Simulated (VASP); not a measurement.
# BrO2 (fluorite type) (Fm-3m) in VASP: further runs

The runs below take BrO2 (fluorite type) through single point, with PBE, r2SCAN.

Everything below comes from runs of VASP 6.6.1. Logs are shortened: lines on timing, memory, paths and dates and some standing lists are left out, and cuts for length are marked.

### Step 1. The cell of the first run

The structure is cubic, space group Fm-3m (No. 225). The conventional cell has a = 5.394 Å, b = 5.394 Å, c = 5.394 Å, α = 90.00°, β = 90.00°, γ = 90.00°. Within 3.1 Å of Br (site symmetry m-3m) lie 8 O at 2.34 Å. Within 3.1 Å of O (site symmetry -43m) lie 4 Br at 2.34 Å and 6 O at 2.70 Å.

### Step 2. Single point, PBE

INCAR reads:

```
SYSTEM = BrO2
  PREC = Accurate
  ENCUT = 520
  EDIFF = 1E-6
  ISMEAR = -1
  SIGMA = 0.06122561905347299
  LREAL = .FALSE.
  LASPH = .TRUE.
  NELM = 100
  ALGO = Normal
  ISIF = 2
  LWAVE = .FALSE.
  LCHARG = .FALSE.
  GGA = PE
  NBANDS = 16
```

KPOINTS reads:

```
Automatic mesh
0
G
  18 18 18
  0 0 0
```

POSCAR reads:

```
BrO2
1.0
    0.0000000000      2.6969419445      2.6969419445
    2.6969419445      0.0000000000      2.6969419445
    2.6969419445      2.6969419445      0.0000000000
Br O
1 2
Direct
    0.0000000000      0.0000000000      0.0000000000
    0.2500000000      0.2500000000      0.2500000000
    0.7500000000      0.7500000000      0.7500000000
```

Potentials or basis: VASP PAW PBE potentials, release 64 (Br, O).

Command:

```console
$ cat potpaw_PBE.64/Br/POTCAR potpaw_PBE.64/O/POTCAR > POTCAR
$ mpirun -np 1 vasp_std > vasp.out
```

OUTCAR:

```text
SYSTEM = BrO2
   PREC = Accurate
   ENCUT = 520
   EDIFF = 1E-6
   ISMEAR = -1
   LREAL = .FALSE.
   LASPH = .TRUE.
   NELM = 100
   ISIF = 2
   GGA = PE

 ion  position               nearest neighbor table
   1  0.000  0.000  0.000-   3 2.34   3 2.34   3 2.34   2 2.34   2 2.34   2 2.34   3 2.34   2 2.34

   2  0.250  0.250  0.250-   1 2.34   1 2.34   1 2.34   1 2.34
   3  0.750  0.750  0.750-   1 2.34   1 2.34   1 2.34   1 2.34

  LATTYP: Found a face centered cubic cell.
 ALAT       =     5.3938838890

  Lattice vectors:

 A1 = (   0.0000000000,   2.6969419445,   2.6969419445)
 A2 = (   2.6969419445,   0.0000000000,   2.6969419445)
 A3 = (   2.6969419445,   2.6969419445,   0.0000000000)

Analysis of symmetry for initial positions (statically):
=====================================================================
 Subroutine PRICEL returns:
 Original cell was already a primitive cell.

 Routine SETGRP: Setting up the symmetry group for a
 face centered cubic supercell.

 Subroutine GETGRP returns: Found 48 space group operations
 (whereof 48 operations were pure point group operations)
 out of a pool of 48 trial point group operations.

The static configuration has the point symmetry O_h .

Analysis of symmetry for dynamics (positions and initial velocities):
=====================================================================
 Subroutine PRICEL returns:
 Original cell was already a primitive cell.

 Routine SETGRP: Setting up the symmetry group for a
 face centered cubic supercell.

 Subroutine GETGRP returns: Found 48 space group operations
 (whereof 48 operations were pure point group operations)
 out of a pool of 48 trial point group operations.

The dynamic configuration has the point symmetry O_h .

 Subroutine INISYM returns: Found 48 space group operations
 (whereof 48 operations are pure point group operations),
 and found     1 'primitive' translations

----------------------------------------------------------------------------------------

                                     Primitive cell

  volume of cell :      39.2324

  direct lattice vectors                    reciprocal lattice vectors
     0.000000000  2.696941944  2.696941944    -0.185395166  0.185395166  0.185395166
     2.696941944  0.000000000  2.696941944     0.185395166 -0.185395166  0.185395166
     2.696941944  2.696941944  0.000000000     0.185395166  0.185395166 -0.185395166

  length of vectors
     3.814051875  3.814051875  3.814051875     0.321113847  0.321113847  0.321113847

  position of ions in fractional coordinates (direct lattice)
     0.000000000  0.000000000  0.000000000
     0.250000000  0.250000000  0.250000000
     0.750000000  0.750000000  0.750000000

  ion indices of the primitive-cell ions
   primitive index   ion index
                 1           1
                 2           2
                 3           3

----------------------------------------------------------------------------------------

 KPOINTS: Automatic mesh

Automatic generation of k-mesh.
 Grid dimensions read from file:
 generate k-points for:   18   18   18

 Generating k-lattice:

  Cartesian coordinates                     Fractional coordinates (reciprocal lattice)
    -0.010299731  0.010299731  0.010299731     0.055555556  0.000000000  0.000000000
     0.010299731 -0.010299731  0.010299731     0.000000000  0.055555556  0.000000000
     0.010299731  0.010299731 -0.010299731     0.000000000  0.000000000  0.055555556

  Length of vectors
     0.017839658  0.017839658  0.017839658

  Shift w.r.t. Gamma in fractional coordinates (k-lattice)
     0.000000000  0.000000000  0.000000000

 Subroutine IBZKPT returns following result:
 ===========================================

 Found    195 irreducible k-points:

 Following reciprocal coordinates:
            Coordinates               Weight
  0.000000  0.000000  0.000000      1.000000
  0.055556  0.000000  0.000000      8.000000
  0.111111  0.000000  0.000000      8.000000
  0.166667  0.000000  0.000000      8.000000
  0.222222  0.000000  0.000000      8.000000
  0.277778  0.000000  0.000000      8.000000
[... 16 lines left out ...]
 -0.277778  0.055556  0.000000     24.000000
 -0.222222  0.055556  0.000000     24.000000
 [... further k-points ...]
   k-points           NKPTS =    195   k-points in BZ     NKDIM =    195   number of bands    NBANDS=     16
   number of dos      NEDOS =    301   number of ions     NIONS =      3
   total plane-waves  NPLWV =  21952
   dimension x,y,z NGX =    28 NGY =   28 NGZ =   28
   dimension x,y,z NGXF=    56 NGYF=   56 NGZF=   56
   ions per type =               1   2
   NGX,Y,Z   is equivalent  to a cutoff of  12.20, 12.20, 12.20 a.u.
   NGXF,Y,Z  is equivalent  to a cutoff of  24.41, 24.41, 24.41 a.u.
 SYSTEM =  BrO2
   PREC   = accura    normal or accurate (medium, high low for compatibility)
   ISTART =      0    job   : 0-new  1-cont  2-samecut
   ICHARG =      2    charge: 1-file 2-atom 10-const
   ISPIN  =      1    spin polarized calculation?
   LNONCOLLINEAR =      F non collinear calculations
   LSORBIT =      F    spin-orbit coupling
   LASPH  =      T    aspherical Exc in radial PAW
   ENCUT  =  520.0 eV  38.22 Ry    6.18 a.u.   7.09  7.09  7.09*2*pi/ulx,y,z
   NELM   =    100;   NELMIN=  2; NELMDL= -5     # of ELM steps
   EDIFF  = 0.1E-05   stopping-criterion for ELM
   LREAL  =      F    real-space projection
   EDIFFG = 0.1E-04   stopping-criterion for IOM
   NSW    =      0    number of steps for IOM
   IBRION =     -1    ionic relax: 0-MD 1-quasi-New 2-CG
   NFREE  =      0    steps in history (QN), initial steepest desc. (CG)
   ISIF   =      2    stress and relaxation
   ISYM   =      2    0-nonsym 1-usesym 2-fastsym
   POTIM  = 0.5000    time-step for ionic-motion
   TEBEG  =    0.0;   TEEND  =   0.0 temperature during run
   PSTRESS=    0.0 pullay stress
   NELECT =      19.0000    total number of electrons
   NUPDOWN=      -1.0000    fix difference up-down
   EMIN   =  10.00;   EMAX   =-10.00  energy-range for DOS
   EFERMI =   0.00;   METHOD = LEGACY
   ISMEAR =    -1;   SIGMA  =   0.06  broadening in eV -4-tet -1-fermi 0-gaus
   EFERMI_NEDOS =   21; number of points for ismear=-14 and -15
   IALGO  =     38    algorithm
   IMIX   =      4    mixing-type and parameters
     AMIX     =   0.40;   BMIX     =  1.00
     AMIX_MAG =   1.60;   BMIX_MAG =  1.00
  volume/ion in A,a.u.               =      13.08        88.25
  Fermi-wavevector in a.u.,A,eV,Ry     =   1.285616  2.429461 22.487808  1.652807
  Thomas-Fermi vector in A             =   2.417739
   LORBIT       =      0    0 simple, 1 ext, 2 COOP (PROOUT), +10 PAW based schemes
   GGA     = PE    functional components
   LHFCALC =     F    Hartree Fock is set to
   AEXX    =    0.0000 exact exchange contribution
   IVDW    =     0    specifies the selected vdW correction
   LEPSILON=     F    determine dielectric tensor
   LRPA    =     F    only Hartree local field effects (RPA)
 non-spin polarized calculation
  energy-cutoff  :      520.00
  volume of cell :       39.23
 maximum number of plane-waves:      1073
   NGX = 15   NGY = 15   NGZ = 15

 number of electron      18.9999995 magnetization

 Free energy of the ion-electron system (eV)
  ---------------------------------------------------
  ext. energy  EPLUGINS =         0.00000000
  ---------------------------------------------------
  free energy    TOTEN  =        -8.25718858 eV

  energy without entropy =       -8.23993031  energy(sigma->0) =       -8.24855944

 E-fermi :   3.7074     XC(G=0): -10.4460

 val. band max:        3.7072886275   @ k =  -0.3333   0.5000   0.1667
 cond. band min:       3.7260508261   @ k =  -0.0556   0.0556   0.0000
 fundamental gap:      0.0187621986
 Fermi energy:         3.7074048917

 k-point     1 :       0.0000    0.0000    0.0000
  band No.  band energies     occupation
      1     -16.8894      2.00000
      2     -12.9228      2.00000
      3      -9.8042      2.00000
      4      -0.8467      2.00000
      5      -0.8467      2.00000
      6      -0.8467      2.00000
[... 8 lines left out ...]
     15      14.7215      0.00000
     16      20.2526      0.00000

 k-point     2 :       0.0556    0.0000    0.0000
  band No.  band energies     occupation
      1     -16.8597      2.00000
      2     -12.9377      2.00000
      3      -9.8612      2.00000
      4      -1.0510      2.00000
      5      -0.9427      2.00000
      6      -0.9427      2.00000
[... 8 lines left out ...]
     15      14.7345      0.00000
     16      20.1976      0.00000

 k-point     3 :       0.1111    0.0000    0.0000
  band No.  band energies     occupation
      1     -16.7711      2.00000
      2     -12.9832      2.00000
      3     -10.0252      2.00000
      4      -1.3430      2.00000
      5      -1.1439      2.00000
      6      -1.1439      2.00000
[... 8 lines left out ...]
     15      14.7717      0.00000
     16      20.0192      0.00000

 k-point     4 :       0.1667    0.0000    0.0000
  band No.  band energies     occupation
      1     -16.6257      2.00000
      2     -13.0618      2.00000
      3     -10.2748      2.00000
      4      -1.5656      2.00000
      5      -1.3634      2.00000
      6      -1.3634      2.00000
[... 8 lines left out ...]
     15      14.8281      0.00000
     16      19.8040      0.00000

 k-point     5 :       0.2222    0.0000    0.0000
  band No.  band energies     occupation
      1     -16.4269      2.00000
      2     -13.1775      2.00000
      3     -10.5770      2.00000
      4      -1.7077      2.00000
      5      -1.5687      2.00000
      6      -1.5687      2.00000
[... 8 lines left out ...]
     15      14.8965      0.00000
     16      19.4695      0.00000

 k-point     6 :       0.2778    0.0000    0.0000
  band No.  band energies     occupation
      1     -16.1807      2.00000
      2     -13.3361      2.00000
      3     -10.8909      2.00000
      4      -1.7842      2.00000
      5      -1.7460      2.00000
      6      -1.7460      2.00000
[... 8 lines left out ...]
     15      14.9685      0.00000
     16      18.8969      0.00000

 k-point     7 :       0.3333    0.0000    0.0000
  band No.  band energies     occupation
      1     -15.8975      2.00000
      2     -13.5425      2.00000
      3     -11.1745      2.00000
      4      -1.8885      2.00000
      5      -1.8885      2.00000
      6      -1.8168      2.00000
[... 8 lines left out ...]
     15      15.0353      0.00000
     16      18.2626      0.00000

 k-point     8 :       0.3889    0.0000    0.0000
  band No.  band energies     occupation
      1     -15.5969      2.00000
      2     -13.7883      2.00000
      3     -11.3933      2.00000
      4      -1.9922      2.00000
      5      -1.9922      2.00000
      6      -1.8253      2.00000
[... 8 lines left out ...]
     15      15.0890      0.00000
     16      17.6899      0.00000

 k-point     9 :       0.4444    0.0000    0.0000
  band No.  band energies     occupation
      1     -15.3251      2.00000
      2     -14.0305      2.00000
      3     -11.5283      2.00000
      4      -2.0552      2.00000
      5      -2.0552      2.00000
      6      -1.8248      2.00000
[... 8 lines left out ...]
     15      15.1236      0.00000
     16      17.2774      0.00000
[... 172 lines left out ...]
 k-point    19 :       0.5000    0.0556    0.0000
  band No.  band energies     occupation
      1     -15.1875      2.00000
      2     -14.1288      2.00000
      3     -11.6191      2.00000
      4      -2.1404      2.00000
      5      -2.0713      2.00000
      6      -1.8529      2.00000
[... 8 lines left out ...]
     15      15.5999      0.00000
     16      17.1666      0.00000

 k-point    20 :      -0.4444    0.0556    0.0000
  band No.  band energies     occupation
      1     -15.2325      2.00000
      2     -14.0872      2.00000
      3     -11.6037      2.00000
      4      -2.0961      2.00000
      5      -2.0881      2.00000
      6      -1.8666      2.00000
[... 8 lines left out ...]
     15      15.6157      0.00000
     16      17.2250      0.00000

 k-point    21 :      -0.3889    0.0556    0.0000
  band No.  band energies     occupation
      1     -15.4746      2.00000
      2     -13.8694      2.00000
      3     -11.4972      2.00000
      4      -2.0842      2.00000
      5      -1.9939      2.00000
      6      -1.8736      2.00000
[... 8 lines left out ...]
     15      15.5405      0.00000
     16      17.5764      0.00000

 k-point    22 :      -0.3333    0.0556    0.0000
  band No.  band energies     occupation
      1     -15.7731      2.00000
      2     -13.6205      2.00000
      3     -11.3032      2.00000
      4      -2.0326      2.00000
      5      -1.8700      2.00000
      6      -1.8605      2.00000
[... 8 lines left out ...]
     15      15.4177      0.00000
     16      18.1066      0.00000

 k-point    23 :      -0.2778    0.0556    0.0000
  band No.  band energies     occupation
      1     -16.0647      2.00000
      2     -13.4032      2.00000
      3     -11.0364      2.00000
      4      -1.9448      2.00000
      5      -1.8406      2.00000
      6      -1.6921      2.00000
[... 8 lines left out ...]
     15      15.2660      0.00000
     16      18.7079      0.00000

 k-point    24 :      -0.2222    0.0556    0.0000
  band No.  band energies     occupation
      1     -16.3243      2.00000
      2     -13.2327      2.00000
      3     -10.7276      2.00000
      4      -1.8371      2.00000
      5      -1.7533      2.00000
      6      -1.4946      2.00000
[... 8 lines left out ...]
     15      15.1074      0.00000
     16      19.2650      0.00000

 [... further k-points ...]

------------------------ aborting loop because EDIFF is reached ----------------------------------------

  FORCE on cell =-STRESS in cart. coord.  units (eV):
  Direction    XX          YY          ZZ          XY          YZ          ZX
  --------------------------------------------------------------------------------------
  -------------------------------------------------------------------------------------
  Total       -1.4059868     -1.4059868     -1.4059868      0.0000000     -0.0000000      0.0000000
  in kB      -57.4178648    -57.4178648    -57.4178648      0.0000000     -0.0000000      0.0000000
  external PRESSURE =     -57.4178648 kB  Pullay stress =       0.0000000 kB

 VOLUME and BASIS-vectors are now :
 -----------------------------------------------------------------------------
  energy-cutoff  :      520.00
  volume of cell :       39.23
      direct lattice vectors                 reciprocal lattice vectors
     0.000000000  2.696941944  2.696941944    -0.185395166  0.185395166  0.185395166
     2.696941944  0.000000000  2.696941944     0.185395166 -0.185395166  0.185395166
     2.696941944  2.696941944  0.000000000     0.185395166  0.185395166 -0.185395166

 POSITION                                       TOTAL-FORCE (eV/Angst)
 -----------------------------------------------------------------------------------
      0.00000      0.00000      0.00000        -0.000000     -0.000000      0.000000
      1.34847      1.34847      1.34847        -0.000000      0.000000     -0.000000
      4.04541      4.04541      4.04541         0.000000      0.000000      0.000000
 -----------------------------------------------------------------------------------
    total drift:                                0.000000      0.000000      0.000000

  FREE ENERGIE OF THE ION-ELECTRON SYSTEM (eV)
  ---------------------------------------------------
  free  energy   TOTEN  =        -8.2571885808 eV

  energy  without entropy=       -8.2399303089  energy(sigma->0) =       -8.24855944
```

It took 84 s on 1 thread of Intel Xeon Platinum 8259CL at 2.50GHz (Skylake/Cascade Lake), shared host; peak memory 0.23 GiB.

What came out:

```
Free energy : -8.2572 eV
Pressure    : -5.7 GPa
```

Levels at points of the mesh, in eV from the Fermi level:
```
           k point  band 6  band 7  band 8  band 9  band 10  band 11  band 12  band 13  band 14  band 15
(0.00, 0.00, 0.00)   -4.55   -3.84   -3.84   -3.84    -0.09    -0.09    -0.09     8.88    11.01    11.01
(0.50, 0.00, 0.00)   -5.53   -3.09   -3.09   -1.52     0.89     0.89     0.97    10.62    11.43    11.43
(0.50, 0.50, 0.00)   -3.31   -2.38   -1.51   -1.51    -1.10     1.60     1.60     7.99    12.71    14.39
```

Caveat: an odd number of electrons without spin polarisation forces a metal; a magnetic or distorted state may lie lower.

### Step 3. Single point, r2SCAN

This run uses another cell than the first one, of 11.35 Å³/atom, 0.868 times its volume.

POSCAR reads:

```
BrO2
1.0
    0.0000000000      2.5725604293      2.5725604293
    2.5725604293      0.0000000000      2.5725604293
    2.5725604293      2.5725604293      0.0000000000
Br O
1 2
Direct
    0.0000000000      0.0000000000      0.0000000000
    0.2500000000      0.2500000000      0.2500000000
    0.7500000000      0.7500000000      0.7500000000
```

INCAR.step1 reads:

```
PREC = Accurate
ENCUT = 520
ISMEAR = -1
SIGMA = 0.1
LREAL = F
LASPH = T
NELM = 100
NBANDS = 16
GGA = PE
ALGO = Normal
EDIFF = 1E-4
LWAVE = T
LCHARG = F
```

INCAR.step2 reads:

```
PREC = Accurate
ENCUT = 520
EDIFF = 1E-6
ISMEAR = -1
SIGMA = 0.1
LREAL = F
LASPH = T
NELM = 100
ALGO = Normal
ISIF = 2
LWAVE = F
LCHARG = F
METAGGA = R2SCAN
LMIXTAU = T
NBANDS = 16
ISTART = 1
```

KPOINTS reads:

```
Automatic mesh
0
Gamma
  11 11 11
```

Potentials or basis: VASP PAW PBE potentials, release 64 (Br, O).

Command:

```console
$ cat potpaw_PBE.64/Br/POTCAR potpaw_PBE.64/O/POTCAR > POTCAR
$ cp INCAR.step1 INCAR
$ mpirun -np 1 vasp_std > vasp.out
$ cp INCAR.step2 INCAR
$ mpirun -np 1 vasp_std > vasp.out
```

Wall time 74 s (1 thread of Intel Xeon 6975P-C (Granite Rapids), shared host); peak memory 0.17 GiB.

Results (log left out):

- Free energy: -21.2835 eV
- Pressure: 7.3 GPa

Levels at points of the mesh, in eV from the Fermi level:
```csv
k point,band 8,band 9,band 10,band 11,band 12,band 13
"(0.00, 0.00, 0.00)",-5.11,-5.11,-0.29,-0.29,-0.29,9.39
```

Caveat: the PAW data sets were made with another functional, which shifts forces and pressure a little; an odd number of electrons without spin polarisation forces a metal; a magnetic or distorted state may lie lower.
